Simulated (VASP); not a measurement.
Write the native input for VASP 6.6.1 that does the following.

```
Task                   : relaxation of cell and atoms
Functional             : PBEsol
Potentials or basis    : VASP PAW PBE potentials, release 64 (W_sv)
Cutoff                 : 500 eV
k mesh                 : 8 × 8 × 8
Occupations            : gaussian, width 0.1 eV
Spin                   : no spin polarisation
Dipole correction      : no
Further INCAR settings : ALGO = Normal; EDIFF = 1e-07; IBRION = 2; EDIFFG = -0.04; NSW = 90; ISIF = 3
```

The structure of W lies in POSCAR:

```
W
1.0
   -1.5851577801      1.5851577801      1.5851577801
    1.5851577801     -1.5851577801      1.5851577801
    1.5851577801      1.5851577801     -1.5851577801
W
1
Direct
    0.0000000000      0.0000000000      0.0000000000
```

One way to write it, as run:

INCAR

```
PREC     = Accurate       # precision mode
ENCUT    = 500            # plane-wave cutoff, eV
EDIFF    = 1E-7           # SCF threshold, eV
ISMEAR   = 0              # smearing method
SIGMA    = 0.1            # smearing width, eV
LREAL    = F              # projectors in reciprocal space
LASPH    = T              # aspherical terms in the spheres
NELM     = 120            # most SCF steps
ALGO     = Normal         # electronic algorithm
ISIF     = 3              # what is computed and relaxed
LWAVE    = F              # write WAVECAR
LCHARG   = F              # write CHGCAR
GGA      = PS             # functional
IBRION   = 2              # ionic algorithm
NSW      = 90             # ionic steps
EDIFFG   = -0.04          # ionic threshold
GGA_COMPAT= F            
NELMIN   = 4
```

KPOINTS

```
Automatic mesh
0
Gamma
  8 8 8
```

Potentials or basis: VASP PAW PBE potentials, release 64 (W_sv).

Run with:

```sh
$ cat potpaw_PBE.64/W_sv/POTCAR > POTCAR
$ mpirun -np 1 vasp_std > vasp.out
```

It gave:

```
Relaxed volume                         : 15.75 Å³/atom
Relaxed cell                           : a = 2.735 Å, b = 2.735 Å, c = 2.735 Å, α = 109.47°, β = 109.47°, γ = 109.47°
Space group after relaxing (to 0.05 Å) : Im-3m (No. 229)
Energy gained by relaxing              : 2.3 meV/atom
Ionic steps                            : 3
Pressure after relaxing                : -0.1 GPa
Band gap on the k mesh                 : zero (band 7 reaches 16.60 eV, above the bottom of band 8 at 10.13 eV)
```

Caveat: the PAW data sets were made with another functional, which shifts forces and pressure a little; spin-orbit coupling is left out, which moves the levels of the heavy elements.

Wall time 13 s on 1 thread of Intel Xeon 8259CL, with other jobs on the host, peak memory 0.13 GiB.
